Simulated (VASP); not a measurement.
Input of a VASP 6.6.1 run:

POSCAR

```
KTaO3
1.0
    3.9086768649      0.0000000000      0.0000000000
    0.0000000000      3.9086768649      0.0000000000
    0.0000000000      0.0000000000      3.9086768649
K Ta O
1 1 3
Direct
    0.5000000000      0.5000000000      0.5000000000
    0.0000000000      0.0000000000      0.0000000000
    0.5000000000      0.0000000000      0.0000000000
    0.0000000000      0.5000000000      0.0000000000
    0.0000000000      0.0000000000      0.5000000000
```

INCAR.step1

```
  ALGO = Normal
  EDIFF = 1E-5
  ENCUT = 660
  GGA = PE
  GGA_COMPAT = F
  ISMEAR = 0
  LASPH = T
  LCHARG = F
  LREAL = F
  LWAVE = T
  NBANDS = 28
  NELM = 120
  PREC = Accurate
  SIGMA = 0.01
```

File INCAR.step2:

```
  ALGO = Normal
  EDIFF = 1E-6
  ENCUT = 660
  GGA_COMPAT = F
  ISIF = 2
  ISMEAR = 0
  ISTART = 1
  LASPH = T
  LCHARG = F
  LMIXTAU = T
  LREAL = F
  LWAVE = F
  METAGGA = R2SCAN
  NBANDS = 28
  NELM = 120
  PREC = Accurate
  SIGMA = 0.01
```

The input KPOINTS:

```
k-points
0
Gamma
  6 6 6
```

Potentials or basis: VASP PAW PBE potentials, release 64 (K_sv, Ta_sv_GW, O).

Launch:

```bash
$ cat potpaw_PBE.64/K_sv/POTCAR potpaw_PBE.64/Ta_sv_GW/POTCAR potpaw_PBE.64/O/POTCAR > POTCAR
$ cp INCAR.step1 INCAR
$ mpirun -np 1 vasp_std > vasp.out
$ cp INCAR.step2 INCAR
$ mpirun -np 1 vasp_std > vasp.out
```

**Question.** Predict the pressure.

**Answer.** 15.1 GPa.

**Question.** Estimate the band gap on the k mesh.

**Answer.** 2.77 eV, indirect (least direct gap 3.38 eV).

Caveat: the PAW data sets were made with another functional, which shifts forces and pressure a little; spin-orbit coupling is left out, which moves the levels of the heavy elements. A k mesh can miss the band edges.
